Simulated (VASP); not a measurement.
Crystal: MgS (lda).

```xyz
2
Lattice="0.0000 2.6044 2.6044 2.6044 0.0000 2.6044 2.6044 2.6044 0.0000" Properties=species:S:1:pos:R:3 pbc="T T T"
Mg    0.0000    0.0000    0.0000
S     2.6044    2.6044    2.6044
```

| Item | Value |
| --- | --- |
| Program | VASP 6.6.1 |
| Task | relaxation of cell and atoms |
| Functional | LDA |
| Potentials or basis | VASP PAW LDA potentials, release 64 (Mg, S) |
| Cutoff | 600 eV |
| k mesh | 8 × 8 × 8 |
| Occupations | gaussian, width 0.02 eV |
| Spin | no spin polarisation |

At the start: pressure -4.0 GPa; volume 17.67 Å³/atom.

Q: How do energy, volume and symmetry change on relaxing?

A: Over 3 steps the energy falls by 12.0 meV/atom and the volume is 16.76 Å³/atom (-5.2 %); space group Fm-3m (No. 225, to 0.05 Å).

Step by step:
```csv
step,energy change (eV),largest force (eV/Å),pressure (GPa),volume (Å³)
1,0.0000,0.0000,-4.04,35.33
2,-0.0226,0.0000,1.07,33.10
3,-0.0239,0.0000,0.00,33.51
```

Final structure:
```cif
data_structure
_symmetry_space_group_name_H-M 'P 1'
_symmetry_Int_Tables_number 1
_cell_length_a 3.6188
_cell_length_b 3.6188
_cell_length_c 3.6188
_cell_angle_alpha 60.000
_cell_angle_beta 60.000
_cell_angle_gamma 60.000
_cell_volume 33.51
loop_
_atom_site_label
_atom_site_type_symbol
_atom_site_fract_x
_atom_site_fract_y
_atom_site_fract_z
_atom_site_occupancy
Mg1 Mg 0.00000 0.00000 0.00000 1
S1 S 0.50000 0.50000 0.50000 1
```
